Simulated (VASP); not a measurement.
Sc3Ge:

```xyz
4
Lattice="4.1974 0.0000 0.0000 0.0000 4.1974 0.0000 0.0000 0.0000 4.1974" Properties=species:S:1:pos:R:3 pbc="T T T"
Sc    0.0000    2.0987    2.0987
Sc    2.0987    0.0000    2.0987
Sc    2.0987    2.0987    0.0000
Ge    0.0000    0.0000    0.0000
```

- Program: VASP 6.6.1
- Task: relaxation of cell and atoms
- Functional: PBE
- Potentials or basis: VASP PAW PBE potentials, release 64 (Sc_sv, Ge_d)
- Cutoff: 600 eV
- k mesh: 4 × 4 × 4
- Occupations: gaussian, width 0.1 eV
- Spin: no spin polarisation

At the start: pressure 9.4 GPa; volume 18.49 Å³/atom.

How do energy, volume and symmetry change on relaxing?

Over 3 steps the energy falls by 58.3 meV/atom and the volume is 20.66 Å³/atom (+11.7 %); space group Pm-3m (No. 221, to 0.05 Å).

The path:
```tsv
step	energy change (eV)	largest force (eV/Å)	pressure (GPa)	volume (Å³)
1	0.0000	0.0000	9.39	73.95
2	-0.2036	0.0000	-2.56	86.16
3	-0.2331	0.0000	0.00	82.63
```

Final structure:
```
Sc Ge
1.0
     4.35554    0.00000    0.00000
     0.00000    4.35554    0.00000
     0.00000    0.00000    4.35554
Sc Ge
3 1
Direct
  0.00000 0.50000 0.50000
  0.50000 0.00000 0.50000
  0.50000 0.50000 0.00000
  0.00000 0.00000 0.00000
```

Caveat: the k points lie up to 0.36 Å⁻¹ apart in the final cell.
